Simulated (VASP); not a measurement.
# As (Fm-3m) in VASP: further runs, part 3 of 3

VASP 6.6.1.

### Step 6. Single point, PBE

INCAR reads:

```
SYSTEM = As
PREC = Accurate
ENCUT = 600
EDIFF = 1E-6
ISMEAR = -1
SIGMA = 0.15
LREAL = .False.
LASPH = .True.
NELM = 120
ALGO = Normal
ISIF = 2
LWAVE = .False.
LCHARG = .True.
GGA = PE
LELF = .True.
LVHAR = .True.
NBANDS = 14
GGA_COMPAT = .False.
```

KPOINTS reads:

```
Automatic mesh
0
Gamma
  4 4 4
  0 0 0
```

POSCAR reads:

```
As
1.0
    0.0000000000      2.1290000000      2.1290000000
    2.1290000000      0.0000000000      2.1290000000
    2.1290000000      2.1290000000      0.0000000000
As
1
Direct
    0.0000000000      0.0000000000      0.0000000000
```

Potentials or basis: VASP PAW PBE potentials, release 64 (As_d).

Command:

```sh
cat potpaw_PBE.64/As_d/POTCAR > POTCAR
mpirun -np 1 vasp_std > vasp.out
```

OUTCAR:

```text
SYSTEM = As
   PREC = Accurate
   ENCUT = 600
   EDIFF = 1E-6
   ISMEAR = -1
   LREAL = .False.
   LASPH = .True.
   NELM = 120
   ISIF = 2
   GGA = PE

 ion  position               nearest neighbor table
   1  0.000  0.000  0.000-

  LATTYP: Found a face centered cubic cell.
 ALAT       =     4.2580000000

  Lattice vectors:

 A1 = (   0.0000000000,   2.1290000000,   2.1290000000)
 A2 = (   2.1290000000,   0.0000000000,   2.1290000000)
 A3 = (   2.1290000000,   2.1290000000,   0.0000000000)

Analysis of symmetry for initial positions (statically):
=====================================================================
 Subroutine PRICEL returns:
 Original cell was already a primitive cell.

 Routine SETGRP: Setting up the symmetry group for a
 face centered cubic supercell.

 Subroutine GETGRP returns: Found 48 space group operations
 (whereof 48 operations were pure point group operations)
 out of a pool of 48 trial point group operations.

The static configuration has the point symmetry O_h .

Analysis of symmetry for dynamics (positions and initial velocities):
=====================================================================
 Subroutine PRICEL returns:
 Original cell was already a primitive cell.

 Routine SETGRP: Setting up the symmetry group for a
 face centered cubic supercell.

 Subroutine GETGRP returns: Found 48 space group operations
 (whereof 48 operations were pure point group operations)
 out of a pool of 48 trial point group operations.

The dynamic configuration has the point symmetry O_h .

 Subroutine INISYM returns: Found 48 space group operations
 (whereof 48 operations are pure point group operations),
 and found     1 'primitive' translations

----------------------------------------------------------------------------------------

                                     Primitive cell

  volume of cell :      19.3000

  direct lattice vectors                    reciprocal lattice vectors
     0.000000000  2.129000000  2.129000000    -0.234852043  0.234852043  0.234852043
     2.129000000  0.000000000  2.129000000     0.234852043 -0.234852043  0.234852043
     2.129000000  2.129000000  0.000000000     0.234852043  0.234852043 -0.234852043

  length of vectors
     3.010860674  3.010860674  3.010860674     0.406775671  0.406775671  0.406775671

  position of ions in fractional coordinates (direct lattice)
     0.000000000  0.000000000  0.000000000

  ion indices of the primitive-cell ions
   primitive index   ion index
                 1           1

----------------------------------------------------------------------------------------

 KPOINTS: Automatic mesh

Automatic generation of k-mesh.
 Grid dimensions read from file:
 generate k-points for:    4    4    4

 Generating k-lattice:

  Cartesian coordinates                     Fractional coordinates (reciprocal lattice)
    -0.058713011  0.058713011  0.058713011     0.250000000  0.000000000  0.000000000
     0.058713011 -0.058713011  0.058713011     0.000000000  0.250000000  0.000000000
     0.058713011  0.058713011 -0.058713011     0.000000000  0.000000000  0.250000000

  Length of vectors
     0.101693918  0.101693918  0.101693918

  Shift w.r.t. Gamma in fractional coordinates (k-lattice)
     0.000000000  0.000000000  0.000000000

 Subroutine IBZKPT returns following result:
 ===========================================

 Found      8 irreducible k-points:

 Following reciprocal coordinates:
            Coordinates               Weight
  0.000000  0.000000  0.000000      1.000000
  0.250000  0.000000  0.000000      8.000000
  0.500000  0.000000  0.000000      4.000000
  0.250000  0.250000  0.000000      6.000000
  0.500000  0.250000  0.000000     24.000000
 -0.250000  0.250000  0.000000     12.000000
  0.500000  0.500000  0.000000      3.000000
 -0.250000  0.500000  0.250000      6.000000
   k-points           NKPTS =      8   k-points in BZ     NKDIM =      8   number of bands    NBANDS=     14
   number of dos      NEDOS =    301   number of ions     NIONS =      1
   total plane-waves  NPLWV =  13824
   dimension x,y,z NGX =    24 NGY =   24 NGZ =   24
   dimension x,y,z NGXF=    48 NGYF=   48 NGZF=   48
   ions per type =               1
   NGX,Y,Z   is equivalent  to a cutoff of  13.25, 13.25, 13.25 a.u.
   NGXF,Y,Z  is equivalent  to a cutoff of  26.50, 26.50, 26.50 a.u.
 SYSTEM =  As
   PREC   = accura    normal or accurate (medium, high low for compatibility)
   ISTART =      0    job   : 0-new  1-cont  2-samecut
   ICHARG =      2    charge: 1-file 2-atom 10-const
   ISPIN  =      1    spin polarized calculation?
   LNONCOLLINEAR =      F non collinear calculations
   LSORBIT =      F    spin-orbit coupling
   LASPH  =      T    aspherical Exc in radial PAW
   ENCUT  =  600.0 eV  44.10 Ry    6.64 a.u.   6.01  6.01  6.01*2*pi/ulx,y,z
   NELM   =    120;   NELMIN=  2; NELMDL= -5     # of ELM steps
   EDIFF  = 0.1E-05   stopping-criterion for ELM
   LREAL  =      F    real-space projection
   EDIFFG = 0.1E-04   stopping-criterion for IOM
   NSW    =      0    number of steps for IOM
   IBRION =     -1    ionic relax: 0-MD 1-quasi-New 2-CG
   NFREE  =      0    steps in history (QN), initial steepest desc. (CG)
   ISIF   =      2    stress and relaxation
   ISYM   =      2    0-nonsym 1-usesym 2-fastsym
   POTIM  = 0.5000    time-step for ionic-motion
   TEBEG  =    0.0;   TEEND  =   0.0 temperature during run
   PSTRESS=    0.0 pullay stress
   NELECT =      15.0000    total number of electrons
   NUPDOWN=      -1.0000    fix difference up-down
   EMIN   =  10.00;   EMAX   =-10.00  energy-range for DOS
   EFERMI =   0.00;   METHOD = LEGACY
   ISMEAR =    -1;   SIGMA  =   0.15  broadening in eV -4-tet -1-fermi 0-gaus
   EFERMI_NEDOS =   21; number of points for ismear=-14 and -15
   IALGO  =     38    algorithm
   IMIX   =      4    mixing-type and parameters
     AMIX     =   0.40;   BMIX     =  1.00
     AMIX_MAG =   1.60;   BMIX_MAG =  1.00
  volume/ion in A,a.u.               =      19.30       130.24
  Fermi-wavevector in a.u.,A,eV,Ry     =   1.505172  2.844363 30.824598  2.265544
  Thomas-Fermi vector in A             =   2.616056
   LORBIT       =      0    0 simple, 1 ext, 2 COOP (PROOUT), +10 PAW based schemes
   GGA     = PE    functional components
   LHFCALC =     F    Hartree Fock is set to
   AEXX    =    0.0000 exact exchange contribution
   IVDW    =     0    specifies the selected vdW correction
   LEPSILON=     F    determine dielectric tensor
   LRPA    =     F    only Hartree local field effects (RPA)
 non-spin polarized calculation
  energy-cutoff  :      600.00
  volume of cell :       19.30
 maximum number of plane-waves:       649
   NGX = 13   NGY = 13   NGZ = 13

 number of electron      15.0000004 magnetization

 Free energy of the ion-electron system (eV)
  ---------------------------------------------------
  ext. energy  EPLUGINS =         0.00000000
  ---------------------------------------------------
  free energy    TOTEN  =        -4.22881651 eV

  energy without entropy =       -4.14013579  energy(sigma->0) =       -4.18447615

 E-fermi :   3.7851     XC(G=0): -11.4988

 val. band max:        3.6711392201   @ k =   0.5000   0.2500   0.0000
 cond. band min:       5.0442487190   @ k =   0.5000   0.5000   0.0000
 fundamental gap:      1.3731094990
 Fermi energy:         3.7851005811

 k-point     1 :       0.0000    0.0000    0.0000
  band No.  band energies     occupation
      1     -31.7960      2.00000
      2     -31.7960      2.00000
      3     -31.7960      2.00000
      4     -31.7793      2.00000
      5     -31.7793      2.00000
      6     -10.5112      2.00000
      7      10.1639      0.00000
      8      10.1639      0.00000
      9      10.1639      0.00000
     10      17.0911      0.00000
     11      17.0911      0.00000
     12      17.0911      0.00000
     13      18.3693      0.00000
     14      19.3556      0.00000
[... 103 lines left out ...]
 k-point     8 :      -0.2500    0.5000    0.2500
  band No.  band energies     occupation
      1     -31.7898      2.00000
      2     -31.7851      2.00000
      3     -31.7851      2.00000
      4     -31.7713      2.00000
      5     -31.7564      2.00000
      6      -4.0835      2.00000
      7       0.9481      2.00000
      8       0.9481      2.00000
      9       2.8293      1.99659
     10      15.3944      0.00000
     11      18.1879      0.00000
     12      18.1879      0.00000
     13      19.8533      0.00000
     14      31.6987      0.00000

------------------------ aborting loop because EDIFF is reached ----------------------------------------

  FORCE on cell =-STRESS in cart. coord.  units (eV):
  Direction    XX          YY          ZZ          XY          YZ          ZX
  --------------------------------------------------------------------------------------
  -------------------------------------------------------------------------------------
  Total       -0.3498523     -0.3498523     -0.3498523      0.0000000      0.0000000      0.0000000
  in kB      -29.0427868    -29.0427868    -29.0427868      0.0000000      0.0000000      0.0000000
  external PRESSURE =     -29.0427868 kB  Pullay stress =       0.0000000 kB

 VOLUME and BASIS-vectors are now :
 -----------------------------------------------------------------------------
  energy-cutoff  :      600.00
  volume of cell :       19.30
      direct lattice vectors                 reciprocal lattice vectors
     0.000000000  2.129000000  2.129000000    -0.234852043  0.234852043  0.234852043
     2.129000000  0.000000000  2.129000000     0.234852043 -0.234852043  0.234852043
     2.129000000  2.129000000  0.000000000     0.234852043  0.234852043 -0.234852043

 POSITION                                       TOTAL-FORCE (eV/Angst)
 -----------------------------------------------------------------------------------
      0.00000      0.00000      0.00000         0.000000     -0.000000     -0.000000
 -----------------------------------------------------------------------------------
    total drift:                               -0.000000      0.000000      0.000000

  FREE ENERGIE OF THE ION-ELECTRON SYSTEM (eV)
  ---------------------------------------------------
  free  energy   TOTEN  =        -4.2288165089 eV

  energy  without entropy=       -4.1401357936  energy(sigma->0) =       -4.18447615
```

OSZICAR:

```text
N       E                     dE             d eps       ncg     rms          rms(c)
DAV:   1     0.730483890368E+02    0.73048E+02   -0.68751E+03   248   0.532E+03
DAV:   2     0.178612587215E+01   -0.71262E+02   -0.67085E+02   266   0.685E+02
DAV:   3    -0.412661546259E+01   -0.59127E+01   -0.58755E+01   242   0.762E+01
DAV:   4    -0.423915195990E+01   -0.11254E+00   -0.11253E+00   290   0.115E+01
DAV:   5    -0.424003804350E+01   -0.88608E-03   -0.88608E-03   266   0.120E+00    0.205E+00
DAV:   6    -0.423221497772E+01    0.78231E-02   -0.42687E-03   284   0.114E+00    0.117E+00
DAV:   7    -0.422882803366E+01    0.33869E-02   -0.55073E-03   278   0.866E-01    0.673E-02
DAV:   8    -0.422881055113E+01    0.17483E-04   -0.30137E-04   278   0.479E-01    0.175E-02
DAV:   9    -0.422881475872E+01   -0.42076E-05   -0.53640E-06   286   0.425E-02    0.833E-03
DAV:  10    -0.422881671280E+01   -0.19541E-05   -0.77987E-07   190   0.148E-02    0.495E-04
DAV:  11    -0.422881650892E+01    0.20388E-06   -0.72960E-08   166   0.333E-03
   1 F= -.42288165E+01 E0= -.41844762E+01  d E =-.886807E-01
```

Run time: 4.6 s. Hardware: 1 thread of Intel Xeon Platinum 8375C at 2.90GHz (Ice Lake), shared host; peak memory 0.13 GiB.

What came out:

```
Free energy : -4.2288 eV
Pressure    : -2.9 GPa
```

Caveat: the k points lie up to 0.64 Å⁻¹ apart.

### Step 7. Summary

| potentials or basis | spin | cutoff (eV) | second run | gap on the mesh (eV) | pressure (GPa) |
| --- | --- | --- | --- | --- | --- |
| VASP PAW PBE potentials, release 64 (As) | off | 520 | - | none | -3.0 |
| VASP PAW PBE potentials, release 64 (As) | non-collinear, zero start, SOC | 520 | - | - | -2.9 |
| VASP PAW PBE potentials, release 64 (As_d) | off | 600 | valence_matched | none | -2.9 |

Alike in all rows: task single point; level PBE; cell as given; k mesh 4 × 4 × 4; smearing fermi-dirac 0.15 eV.

Caveats: all runs use coarse meshes.

Absolute energies hang on the potentials; compare differences alone.
